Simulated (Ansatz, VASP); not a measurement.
**One calculation of SnSe, two programs**

Contents of INCAR:

```
SYSTEM = SnSe
PREC = Accurate ; ENCUT = 520
EDIFF = 1E-7 ; ISMEAR = 0
SIGMA = 0.05 ; LREAL = .False.
LASPH = .True. ; NELM = 100
ALGO = Normal ; ISIF = 2
LWAVE = .False. ; LCHARG = .False.
NBANDS = 17
```

KPOINTS

```
regular mesh
0
Gamma
  8 8 8
  0 0 0
```

File POSCAR:

```
SnSe
1.0
    0.0000000000      3.0645136809      2.9466477701
    2.8287818593      0.0000000000      2.9466477701
    2.8287818593      3.0645136809      0.0000000000
Sn Se
1 1
Direct
    0.0000000000      0.0000000000      0.0000000000
    0.5000000000      0.5000000000      0.5000000000
```

Input for Ansatz:

```yaml
crystal:
  lattice:
    - [0.0, 3.0645136809, 2.9466477701]
    - [2.8287818593, 0.0, 2.9466477701]
    - [2.8287818593, 3.0645136809, 0.0]
  atoms:
    - { symbol: Sn, position: [0.0, 0.0, 0.0] }
    - { symbol: Se, position: [0.5, 0.5, 0.5] }
basis:
  ecutwfc: 420
kpoints:
  mp_grid: { grid: [8, 8, 8] }
hamiltonian:
  xc: lda
scf:
  occupations: { method: gaussian, width: 0.05 }
output:
  forces: true
  stress: true
  eigenvalues: true
```

Change from the starting cell: strain -0.0400 x Voigt [1, -1, 0, 0, 0, 0], atoms carried along.

Alike in both runs: task single point; functional LDA; k mesh 8 × 8 × 8; occupations gaussian, width 0.05 eV; no spin polarisation.

|  | VASP | Ansatz |
| --- | --- | --- |
| version | VASP 6.6.1 | Ansatz 0.2.0 |
| potentials or method | VASP PAW LDA potentials, release 64 (Sn_d, Se), cutoff 520 eV | scalar-relativistic, plane waves, PAW |
| valence electrons in the cell | 20 | 30 |

```csv
,VASP,Ansatz,Ansatz less VASP
gap on the k mesh at the Fermi level (eV),0.51,0.52,+0.006
least direct gap on the mesh (eV),0.59,0.59,+0.005
pressure (GPa),0.9,0.8,-0.10
"traceless stress, the component that is largest in VASP (GPa)",6.34,6.29,-0.047
```

LDA's correlation is that of Perdew and Zunger in VASP and of Perdew and Wang (1992) in Ansatz. VASP's potentials hold 20 valence electrons a cell and Ansatz's 30, so a difference there can come from the potentials and not from the codes.
